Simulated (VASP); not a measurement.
The system is P.

```
P
1.0
    -1.15655    1.15655    3.95066
     1.15655   -1.15655    3.95066
     1.15655    1.15655   -3.95066
P
1
Direct
  0.00000 0.00000 0.00000
```

The cell was generated, and may not be a known phase.

- Program: VASP 6.6.1
- Task: relaxation of cell and atoms
- Functional: PBE
- Potentials or basis: VASP PAW PBE potentials, release 64 (P)
- Cutoff: 600 eV
- k mesh: 34 × 34 × 34
- Occupations: gaussian, width 0.1 eV
- Spin: no spin polarisation

At the start: pressure -1.8 GPa; volume 21.14 Å³/atom.

Q: Where does the relaxation end?

A: Over 3 steps the energy falls by 4.0 meV/atom and the volume is 20.65 Å³/atom (-2.3 %); space group I4/mmm (No. 139, to 0.1 Å) before and after.

The path:
| step | energy change (eV) | largest force (eV/Å) | pressure (GPa) | volume (Å³) |
| --- | --- | --- | --- | --- |
| 1 | 0.0000 | 0.0000 | -1.77 | 21.14 |
| 2 | -0.0031 | 0.0000 | 0.92 | 20.43 |
| 3 | -0.0040 | 0.0000 | -0.01 | 20.65 |

Final structure:
```cif
data_structure
_symmetry_space_group_name_H-M 'P 1'
_symmetry_Int_Tables_number 1
_cell_length_a 4.2667
_cell_length_b 4.2667
_cell_length_c 4.2667
_cell_angle_alpha 148.908
_cell_angle_beta 148.908
_cell_angle_gamma 44.547
_cell_volume 20.65
loop_
_atom_site_label
_atom_site_type_symbol
_atom_site_fract_x
_atom_site_fract_y
_atom_site_fract_z
_atom_site_occupancy
P1 P 0.00000 0.00000 0.00000 1
```

Caveat: an odd number of electrons without spin polarisation forces a metal; a magnetic or distorted state may lie lower.
